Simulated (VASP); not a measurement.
Runs of VASP 6.6.1 on C. The structure is that of space group Fmmm (No. 69), or close to it. The cells are those of the table. 

```tsv
task	cell	k mesh	cutoff (eV)	smearing	gap on the mesh (eV)	pressure (GPa)
single point	a = 2.456, b = 2.456, c = 7.117 Å, angles 90.0, 90.0, 120.0°, 4 atoms	18 × 18 × 6	520	fermi-dirac 0.15 eV	-	0.6
relaxation of shape and atoms at fixed volume	relaxed from a = 2.481, b = 2.481, c = 7.392 Å, angles 90.0, 90.0, 120.0°, 4 atoms	18 × 18 × 6	600	gaussian 0.1 eV	-	-1.1
relaxation of shape and atoms at fixed volume	relaxed from a = 2.428, b = 2.428, c = 6.839 Å, angles 90.0, 90.0, 120.0°, 4 atoms	18 × 18 × 6	600	gaussian 0.1 eV	-	1.5
single point	a = 2.433, b = 2.433, c = 5.976 Å, angles 90.0, 90.0, 119.9°, 4 atoms	20 × 20 × 8	520	gaussian 0.1 eV	none	(a)
relaxation of cell and atoms	relaxed to 1 GPa from a = 2.448, b = 2.448, c = 7.092 Å, angles 90.0, 90.0, 120.0°, 4 atoms	18 × 18 × 6	600	gaussian 0.1 eV	-	1.0
single point	a = 2.414, b = 2.414, c = 5.571 Å, angles 90.0, 90.0, 119.8°, 4 atoms	20 × 20 × 8	520	gaussian 0.1 eV	none	25.8
single point	a = 2.384, b = 2.384, c = 5.132 Å, angles 90.0, 90.0, 119.7°, 4 atoms	20 × 20 × 8	520	gaussian 0.1 eV	none	51.0
relaxation of shape and atoms at fixed volume	relaxed from a = 2.431, b = 2.431, c = 7.044 Å, angles 90.0, 90.0, 120.0°, 4 atoms	18 × 18 × 6	600	gaussian 0.1 eV	-	0.4
```

Alike in all rows: level r2SCAN; potentials or basis VASP PAW PBE potentials, release 64 (C); no spin polarisation.

Q: Estimate the missing entries.

A: (a) 12.8.

Caveats: the PAW data sets were made with another functional, which shifts forces and pressure a little; the cell stands under pressure (at least some runs); the cell is relaxed towards a set pressure, so the run minimises the enthalpy, not the energy (at least some runs).

A gap of «none» marks levels without a gap at the run's occupations.
